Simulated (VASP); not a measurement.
Runs of VASP 6.6.1 on LiMgBN2. The structure is that of space group I-4m2 (No. 119), or close to it. The cells are those of the table. 

```csv
cell,gap on the mesh (eV),pressure (GPa),largest force (eV/Å)
"a = 5.417 Å, angles 136.2, 136.2, 63.7°, 5 atoms",2.06,-12.3,1.43
"a = 5.568 Å, angles 137.4, 137.4, 61.8°, 5 atoms",1.99,(a),3.04
"a = 5.267 Å, angles 134.9, 134.9, 65.7°, 5 atoms",2.12,-6.9,0.86
"a = 5.720 Å, angles 138.6, 138.6, 60.0°, 5 atoms",(b),-19.1,4.11
"a = 5.689 Å, angles 139.3, 139.3, 58.9°, 5 atoms",2.02,-18.3,4.27
"a = 5.659 Å, angles 140.0, 140.0, 57.8°, 5 atoms",2.14,-17.3,4.48
"a = 5.536 Å, angles 138.1, 138.1, 60.7°, 5 atoms",2.12,(c),3.23
```

Alike in all rows: task single point; level PBEsol; potentials or basis VASP PAW PBE potentials, release 64 (Li_sv, Mg, B, N); no spin polarisation; k mesh 8 × 8 × 8; cutoff (eV) 750; smearing gaussian 0.05 eV.

Question: Estimate the missing entries.

Answer: (a) -16.2; (b) 1.90; (c) -15.2.

Caveats: the cell stands under tension; the PAW data sets were made with another functional, which shifts forces and pressure a little.

A k mesh can miss the band edges.
